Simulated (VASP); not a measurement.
A run of VASP 6.6.1 is set up as follows.

File INCAR:

```
PREC = Accurate
ENCUT = 600
EDIFF = 1E-7
ISMEAR = -1
SIGMA = 0.02
LREAL = False
LASPH = True
NELM = 100
ALGO = Normal
ISIF = 3
LWAVE = False
LCHARG = False
GGA = PE
IBRION = 2
NSW = 80
EDIFFG = -0.005
```

KPOINTS

```
Automatic mesh
0
Gamma
  6 6 4
```

Contents of POSCAR:

```
CdSiSb2
1.0
    4.3144495833      0.0000000000      0.0000000000
    0.0000000000      4.3144495833      0.0000000000
    0.0000000000      0.0000000000      6.1015531148
Cd Sb Si
1 2 1
Direct
    0.0000000000      0.0000000000      0.0000000000
    0.0000000000      0.5000000000      0.2500000000
    0.5000000000      0.0000000000      0.7500000000
    0.5000000000      0.5000000000      0.5000000000
```

Potentials or basis: VASP PAW PBE potentials, release 64 (Cd, Sb, Si).

Command:

```console
$ cat potpaw_PBE.64/Cd/POTCAR potpaw_PBE.64/Sb/POTCAR potpaw_PBE.64/Si/POTCAR > POTCAR
$ mpirun -np 1 vasp_std > vasp.out
```

Q: What does it give for the space group after relaxing (to 0.1 Å)?

A: P-4m2 (No. 115).

Q: What does it give for the relaxed cell?

A: a = 4.404 Å, b = 4.404 Å, c = 6.503 Å, α = 90.00°, β = 90.00°, γ = 90.00°.

Q: Predict the band gap on the k mesh.

A: Zero (bands 13 and 14 overlap by 0.30 eV).

Q: What does it give for the relaxed volume?

A: 31.53 Å³/atom.

The path:
```
step  energy change (eV)  largest force (eV/Å)  pressure (GPa)  volume (Å³)
   1              0.0000                1.1010            6.20       113.58
   2             -0.2576                0.3742           -1.93       132.61
   3             -0.2836                0.5107           -0.42       127.55
   4             -0.3079                0.3050           -0.20       126.78
   5             -0.3223                0.0033            0.17       125.69
   6             -0.3224                0.0298            0.20       125.60
   7             -0.3259                0.0404           -0.06       126.33
   8             -0.3267                0.0471           -0.27       126.93
   9             -0.3280                0.0200            0.03       126.01
  10             -0.3280                0.0236           -0.01       126.13
  11             -0.3281                0.0104           -0.01       126.12
  12             -0.3281                0.0010            0.00       126.11
```

Caveat: semilocal functionals underestimate gaps, and a narrow one can read as zero; spin-orbit coupling is left out, which moves the levels of the heavy elements.
